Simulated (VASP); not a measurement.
# TiN (rocksalt type) (Fm-3m) in VASP: notebook

TiN (rocksalt type) is run at these levels: r2SCAN; tasks: single point, relaxation of cell and atoms.

Everything below comes from runs of VASP 6.6.1. Logs are shortened: lines on timing, memory, paths and dates and some standing lists are left out, and cuts for length are marked.

### Step 1. The cell of the first run

Symmetry: Fm-3m, No. 225, cubic system. Conventional cell: a = 4.147 Å, b = 4.147 Å, c = 4.147 Å, α = 90.00°, β = 90.00°, γ = 90.00°. Ti (site symmetry m-3m) has 6 N at 2.07 Å within 2.7 Å. Within 2.7 Å of N (site symmetry m-3m) lie 6 Ti at 2.07 Å.

### Step 2. Single point, r2SCAN (volume scaled by 0.94)

Contents of POSCAR:

```
TiN
1.0
    0.0000000000      2.0733626414      2.0733626414
    2.0733626414      0.0000000000      2.0733626414
    2.0733626414      2.0733626414      0.0000000000
Ti N
1 1
Direct
    0.0000000000      0.0000000000      0.0000000000
    0.5000000000      0.5000000000      0.5000000000
```

Contents of INCAR.step1:

```
SYSTEM = TiN
  ALGO = Normal
  EDIFF = 1E-4
  ENCUT = 520
  GGA = PE
  ISMEAR = -1
  LASPH = .TRUE.
  LCHARG = .FALSE.
  LREAL = .FALSE.
  LWAVE = .TRUE.
  NBANDS = 16
  NELM = 80
  PREC = Accurate
  SIGMA = 0.1
```

Contents of INCAR.step2:

```
SYSTEM = TiN
  ALGO = Normal
  EDIFF = 1E-7
  ENCUT = 520
  ISIF = 2
  ISMEAR = -1
  ISTART = 1
  LASPH = .TRUE.
  LCHARG = .FALSE.
  LMIXTAU = .TRUE.
  LREAL = .FALSE.
  LWAVE = .FALSE.
  METAGGA = R2SCAN
  NBANDS = 16
  NELM = 80
  PREC = Accurate
  SIGMA = 0.1
```

Contents of KPOINTS:

```
k-points
0
G
  17 17 17
  0 0 0
```

Potentials or basis: VASP PAW PBE potentials, release 64 (Ti_sv, N).

Started as:

```console
> cat potpaw_PBE.64/Ti_sv/POTCAR potpaw_PBE.64/N/POTCAR > POTCAR
> cp INCAR.step1 INCAR
> mpirun -np 1 vasp_std > vasp.out
> cp INCAR.step2 INCAR
> mpirun -np 1 vasp_std > vasp.out
```

OUTCAR:

```text
SYSTEM = TiN
   EDIFF = 1E-7
   ENCUT = 520
   ISIF = 2
   ISMEAR = -1
   ISTART = 1
   LASPH = .TRUE.
   LREAL = .FALSE.
   METAGGA = R2SCAN
   NELM = 80
   PREC = Accurate

 ion  position               nearest neighbor table
   1  0.000  0.000  0.000-   2 2.07   2 2.07   2 2.07   2 2.07   2 2.07   2 2.07
   2  0.500  0.500  0.500-   1 2.07   1 2.07   1 2.07   1 2.07   1 2.07   1 2.07

  LATTYP: Found a face centered cubic cell.
 ALAT       =     4.1467252828

  Lattice vectors:

 A1 = (   0.0000000000,   2.0733626414,   2.0733626414)
 A2 = (   2.0733626414,   0.0000000000,   2.0733626414)
 A3 = (   2.0733626414,   2.0733626414,   0.0000000000)

Analysis of symmetry for initial positions (statically):
=====================================================================
 Subroutine PRICEL returns:
 Original cell was already a primitive cell.

 Routine SETGRP: Setting up the symmetry group for a
 face centered cubic supercell.

 Subroutine GETGRP returns: Found 48 space group operations
 (whereof 48 operations were pure point group operations)
 out of a pool of 48 trial point group operations.

The static configuration has the point symmetry O_h .

Analysis of symmetry for dynamics (positions and initial velocities):
=====================================================================
 Subroutine PRICEL returns:
 Original cell was already a primitive cell.

 Routine SETGRP: Setting up the symmetry group for a
 face centered cubic supercell.

 Subroutine GETGRP returns: Found 48 space group operations
 (whereof 48 operations were pure point group operations)
 out of a pool of 48 trial point group operations.

The dynamic configuration has the point symmetry O_h .

 Subroutine INISYM returns: Found 48 space group operations
 (whereof 48 operations are pure point group operations),
 and found     1 'primitive' translations

----------------------------------------------------------------------------------------

                                     Primitive cell

  volume of cell :      17.8261

  direct lattice vectors                    reciprocal lattice vectors
     0.000000000  2.073362641  2.073362641    -0.241154147  0.241154147  0.241154147
     2.073362641  0.000000000  2.073362641     0.241154147 -0.241154147  0.241154147
     2.073362641  2.073362641  0.000000000     0.241154147  0.241154147 -0.241154147

  length of vectors
     2.932177567  2.932177567  2.932177567     0.417691236  0.417691236  0.417691236

  position of ions in fractional coordinates (direct lattice)
[... 74 lines left out ...]
   LNONCOLLINEAR =      F non collinear calculations
   LSORBIT =      F    spin-orbit coupling
   LASPH  =      T    aspherical Exc in radial PAW
   ENCUT  =  520.0 eV  38.22 Ry    6.18 a.u.   5.45  5.45  5.45*2*pi/ulx,y,z
   NELM   =     80;   NELMIN=  2; NELMDL=  0     # of ELM steps
   EDIFF  = 0.1E-06   stopping-criterion for ELM
   LREAL  =      F    real-space projection
   EDIFFG = 0.1E-05   stopping-criterion for IOM
   NSW    =      0    number of steps for IOM
   IBRION =     -1    ionic relax: 0-MD 1-quasi-New 2-CG
   NFREE  =      0    steps in history (QN), initial steepest desc. (CG)
   ISIF   =      2    stress and relaxation
   ISYM   =      2    0-nonsym 1-usesym 2-fastsym
   POTIM  = 0.5000    time-step for ionic-motion
   TEBEG  =    0.0;   TEEND  =   0.0 temperature during run
   PSTRESS=    0.0 pullay stress
   NELECT =      17.0000    total number of electrons
   NUPDOWN=      -1.0000    fix difference up-down
   EMIN   =  10.00;   EMAX   =-10.00  energy-range for DOS
   EFERMI =   0.00;   METHOD = LEGACY
   ISMEAR =    -1;   SIGMA  =   0.10  broadening in eV -4-tet -1-fermi 0-gaus
   EFERMI_NEDOS =   21; number of points for ismear=-14 and -15
   IALGO  =     38    algorithm
   IMIX   =      4    mixing-type and parameters
     AMIX     =   0.40;   BMIX     =  1.00
     AMIX_MAG =   1.60;   BMIX_MAG =  1.00
  volume/ion in A,a.u.               =       8.91        60.15
  Fermi-wavevector in a.u.,A,eV,Ry     =   1.611409  3.045122 35.329432  2.596640
  Thomas-Fermi vector in A             =   2.706804
   LORBIT       =      0    0 simple, 1 ext, 2 COOP (PROOUT), +10 PAW based schemes
   METAGGA = R2SCAN    functional components
   LHFCALC =     F    Hartree Fock is set to
   AEXX    =    0.0000 exact exchange contribution
   IVDW    =     0    specifies the selected vdW correction
   LEPSILON=     F    determine dielectric tensor
   LRPA    =     F    only Hartree local field effects (RPA)
 non-spin polarized calculation
  energy-cutoff  :      520.00
  volume of cell :       17.83
 maximum number of plane-waves:       531
 NGX is ok and might be reduce to    24
   NGX = 11   NGY = 11   NGZ = 11

 number of electron      17.0000000 magnetization

 Free energy of the ion-electron system (eV)
  ---------------------------------------------------
  ext. energy  EPLUGINS =         0.00000000
  ---------------------------------------------------
  free energy    TOTEN  =       -25.94444727 eV

  energy without entropy =      -25.92033194  energy(sigma->0) =      -25.93238961

 E-fermi :  12.6081     XC(G=0): -14.3013

 val. band max:       12.5890674993   @ k =  -0.1176   0.0588   0.0000
 cond. band min:      12.6268852141   @ k =   0.1765   0.0000   0.0000
 fundamental gap:      0.0378177148
 Fermi energy:        12.6081057272

 k-point     1 :       0.0000    0.0000    0.0000
  band No.  band energies     occupation
      1     -47.6565      2.00000
      2     -22.5382      2.00000
      3     -22.5382      2.00000
      4     -22.5382      2.00000
      5      -6.0822      2.00000
      6      10.1233      2.00000
[... 433 lines left out ...]
      3     -22.5731      2.00000
      4     -22.5418      2.00000
      5      -5.6200      2.00000
      6       8.1970      2.00000
[... 8 lines left out ...]
     15      26.9266      0.00000
     16      32.5433      0.00000

 [... further k-points ...]
[... 5 lines left out ...]
  --------------------------------------------------------------------------------------
  -------------------------------------------------------------------------------------
  Total        2.5103853      2.5103853      2.5103853      0.0000000     -0.0000000      0.0000000
  in kB      225.6291298    225.6291298    225.6291298      0.0000000     -0.0000000      0.0000000
  external PRESSURE =     225.6291298 kB  Pullay stress =       0.0000000 kB

 VOLUME and BASIS-vectors are now :
 -----------------------------------------------------------------------------
  energy-cutoff  :      520.00
  volume of cell :       17.83
      direct lattice vectors                 reciprocal lattice vectors
     0.000000000  2.073362641  2.073362641    -0.241154147  0.241154147  0.241154147
     2.073362641  0.000000000  2.073362641     0.241154147 -0.241154147  0.241154147
     2.073362641  2.073362641  0.000000000     0.241154147  0.241154147 -0.241154147

 POSITION                                       TOTAL-FORCE (eV/Angst)
 -----------------------------------------------------------------------------------
      0.00000      0.00000      0.00000         0.000000      0.000000      0.000000
      2.07336      2.07336      2.07336        -0.000000     -0.000000     -0.000000
 -----------------------------------------------------------------------------------
    total drift:                                0.000000     -0.000000     -0.000000

  FREE ENERGIE OF THE ION-ELECTRON SYSTEM (eV)
  ---------------------------------------------------
  free  energy   TOTEN  =       -25.9444472740 eV

  energy  without entropy=      -25.9203319364  energy(sigma->0) =      -25.93238961
```

OUTCAR.step1:

```text
SYSTEM = TiN
   EDIFF = 1E-4
   ENCUT = 520
   GGA = PE
   ISMEAR = -1
   LASPH = .TRUE.
   LREAL = .FALSE.
[... 676 lines left out ...]
      0.00000      0.00000      0.00000        -0.000000      0.000000     -0.000000
      2.07336      2.07336      2.07336         0.000000     -0.000000      0.000000
 -----------------------------------------------------------------------------------
    total drift:                                0.000000     -0.000000     -0.000000

  FREE ENERGIE OF THE ION-ELECTRON SYSTEM (eV)
  ---------------------------------------------------
  free  energy   TOTEN  =       -19.5550314669 eV

  energy  without entropy=      -19.5299026559  energy(sigma->0) =      -19.54246706
```

OSZICAR.step1:

```text
N       E                     dE             d eps       ncg     rms          rms(c)
DAV:   1     0.131624374203E+03    0.13162E+03   -0.83064E+03  5328   0.128E+03
DAV:   2    -0.169917760839E+02   -0.14862E+03   -0.13934E+03  5752   0.348E+02
DAV:   3    -0.244473488115E+02   -0.74556E+01   -0.73940E+01  6632   0.814E+01
DAV:   4    -0.246299256626E+02   -0.18258E+00   -0.18242E+00  6512   0.119E+01
DAV:   5    -0.246338107519E+02   -0.38851E-02   -0.38851E-02  6184   0.157E+00    0.199E+01
DAV:   6    -0.198415483964E+02    0.47923E+01   -0.12293E+01  6976   0.548E+01    0.705E+00
DAV:   7    -0.195780365062E+02    0.26351E+00   -0.14228E+00  6048   0.152E+01    0.560E+00
DAV:   8    -0.197114720208E+02   -0.13344E+00   -0.73653E-01  7744   0.129E+01    0.558E+00
DAV:   9    -0.195623547984E+02    0.14912E+00   -0.20134E-01  6280   0.722E+00    0.154E+00
DAV:  10    -0.195571930462E+02    0.51618E-02   -0.28648E-02  6544   0.198E+00    0.319E-01
DAV:  11    -0.195549909104E+02    0.22021E-02   -0.41126E-03  6816   0.669E-01    0.129E-01
DAV:  12    -0.195550314669E+02   -0.40556E-04   -0.43263E-04  5640   0.238E-01
   1 F= -.19555031E+02 E0= -.19542467E+02  d E =-.251288E-01
```

Wall time 3.2 min (1 thread of Intel Xeon Platinum 8259CL at 2.50GHz (Skylake/Cascade Lake), shared host); peak memory 0.18 GiB.

Results:

```yaml
Free_energy: -25.9444 eV
Pressure: 22.6 GPa
```

Caveat: the cell differs from its parent crystal (volume scaled by 0.94); the PAW data sets were made with another functional, which shifts forces and pressure a little.

### Step 3. Single point, r2SCAN

This run uses another cell than the first one, of 9.48 Å³/atom, 1.064 times its volume.

Contents of POSCAR:

```
TiN
1.0
    0.0000000000      2.1165700727      2.1165700727
    2.1165700727      0.0000000000      2.1165700727
    2.1165700727      2.1165700727      0.0000000000
Ti N
1 1
Direct
    0.0000000000      0.0000000000      0.0000000000
    0.5000000000      0.5000000000      0.5000000000
```

Contents of INCAR.step1:

```
SYSTEM = TiN
PREC = Accurate ; ENCUT = 520
ISMEAR = -1 ; SIGMA = 0.1
LREAL = .False. ; LASPH = .True.
NELM = 60 ; NBANDS = 16
GGA = PE ; ALGO = Normal
EDIFF = 1E-4 ; LWAVE = .True.
LCHARG = .False.
```

Contents of INCAR.step2:

```
SYSTEM = TiN
PREC = Accurate ; ENCUT = 520
EDIFF = 1E-6 ; ISMEAR = -1
SIGMA = 0.1 ; LREAL = .False.
LASPH = .True. ; NELM = 60
ALGO = Normal ; ISIF = 2
LWAVE = .False. ; LCHARG = .True.
METAGGA = R2SCAN ; LMIXTAU = .True.
LELF = .True. ; LVHAR = .True.
NBANDS = 16 ; ISTART = 1
```

Contents of KPOINTS:

```
regular mesh
0
Gamma
  17 17 17
  0 0 0
```

Potentials or basis: VASP PAW PBE potentials, release 64 (Ti_sv, N).

Started as:

```console
> cat potpaw_PBE.64/Ti_sv/POTCAR potpaw_PBE.64/N/POTCAR > POTCAR
> cp INCAR.step1 INCAR
> mpirun -np 1 vasp_std > vasp.out
> cp INCAR.step2 INCAR
> mpirun -np 1 vasp_std > vasp.out
```

Run time: 2.8 min. Hardware: 1 thread of Intel Xeon Platinum 8259CL at 2.50GHz (Skylake/Cascade Lake), shared host; peak memory 0.18 GiB.

It converged, with:

* Free energy: -26.0280 eV
* Pressure: 1.5 GPa

Levels at points of the mesh, in eV from the Fermi level:
```tsv
k point	band 5	band 6	band 7	band 8	band 9	band 10	band 11	band 12	band 13	band 14
(0.00, 0.00, 0.00)	-18.30	-2.39	-2.39	-2.39	-0.62	-0.62	-0.62	0.59	0.59	5.93
```

Caveat: the PAW data sets were made with another functional, which shifts forces and pressure a little.

(Continued in part 2 of 2.)
